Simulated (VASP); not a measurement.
MoS2, 3 atoms in the cell. Symmetry: P-3m1, No. 164, trigonal system. Conventional cell: a = 3.162 Å, b = 3.162 Å, c = 6.184 Å, α = 90.00°, β = 90.00°, γ = 120.00°. Within 3.1 Å of Mo (site symmetry -3m) lie 6 S at 2.37 Å. Within 3.1 Å of S (site symmetry 3m) lie 3 Mo at 2.37 Å. 

* Program: VASP 6.6.1
* Task: single point
* Functional: LDA
* Potentials or basis: VASP PAW LDA potentials, release 64 (Mo_sv, S)
* Cutoff: 520 eV
* k mesh: 10 × 10 × 5
* Occupations: gaussian, width 0.15 eV
* Spin: no spin polarisation
* Dipole correction: no
* Further INCAR settings: ALGO = Normal; EDIFF = 1e-07; NBANDS = 20

Potentials or basis: VASP PAW LDA potentials, release 64 (Mo_sv, S).

The run is started by

```console
$ cat potpaw_LDA.64/Mo_sv/POTCAR potpaw_LDA.64/S/POTCAR > POTCAR
$ mpirun -np 1 vasp_std > vasp.out
```

Hardware: 1 thread of Intel(R) Xeon(R) 6975P-C (Granite Rapids), with other jobs on the host.

Problem. How long does it take, and how much memory?

Solution. Wall time 19 s on 1 thread of Intel(R) Xeon(R) 6975P-C (Granite Rapids), on a shared host, peak memory 0.18 GiB. Counts: scf iterations 15, k points 58.
